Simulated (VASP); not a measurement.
BaS: single point with r2SCAN

The system is BaS.

```
CELL_PARAMETERS angstrom
5.38186 0.02691 0.00000
-2.66762 4.64737 0.00000
0.00000 0.00000 6.38332
ATOMIC_POSITIONS crystal
Ba 0.33185 0.66671 0.93750
Ba 0.66815 0.33329 0.43750
S 0.33234 0.66667 0.43750
S 0.66766 0.33333 0.93750
```

This cell differs from its parent crystal: shear xy strain +1.0%.

* Program: VASP 6.6.1
* Task: single point
* Functional: r2SCAN
* Potentials or basis: VASP PAW PBE potentials, release 64 (Ba_sv, S)
* Cutoff: 520 eV
* k mesh: 6 × 6 × 4
* Occupations: gaussian, width 0.01 eV
* Spin: no spin polarisation

* Pressure: 0.4 GPa
* Band gap on the k mesh: 2.82 eV (least direct gap 2.97 eV)

Forces in eV/Å, atoms in the order of the input:
```
Ba   0.000  0.000  0.000
Ba   0.000  0.000  0.000
S   -0.002  0.000  0.000
S    0.002  0.000  0.000
```

Stress tensor (GPa, compression positive):
```
 0.41 -0.02  0.00
-0.02  0.41  0.00
 0.00  0.00  0.50
```

Levels at points of the mesh, in eV from the valence-band top:
| k point | band 14 | band 15 | band 16 | band 17 | band 18 | band 19 |
| --- | --- | --- | --- | --- | --- | --- |
| (0.00, 0.00, 0.00) | -0.88 | -0.43 | 0.00 | 3.08 | 4.13 | 4.17 |
| (0.50, 0.00, 0.00) | -0.41 | -0.33 | -0.32 | 3.54 | 3.68 | 3.87 |
| (0.00, 0.50, 0.00) | -0.41 | -0.33 | -0.32 | 3.52 | 3.70 | 3.85 |
| (0.50, 0.50, 0.00) | -0.40 | -0.33 | -0.31 | 3.50 | 3.71 | 3.83 |
| (0.00, 0.00, 0.50) | -1.01 | -1.01 | -1.01 | 4.10 | 4.10 | 5.97 |
| (0.50, 0.00, 0.50) | -0.87 | -0.51 | -0.51 | 4.18 | 4.18 | 5.43 |
| (0.00, 0.50, 0.50) | -0.86 | -0.51 | -0.51 | 4.19 | 4.19 | 5.42 |
| (0.50, 0.50, 0.50) | -0.86 | -0.51 | -0.51 | 4.20 | 4.20 | 5.40 |

It took 15 min on 1 thread of Intel Xeon 8259CL, on a shared host, peak memory 0.43 GiB.

Caveat: the cell differs from its parent crystal (shear xy strain +1.0%); the PAW data sets were made with another functional, which shifts forces and pressure a little; spin-orbit coupling is left out, which moves the levels of the heavy elements. A k mesh can miss the band edges.
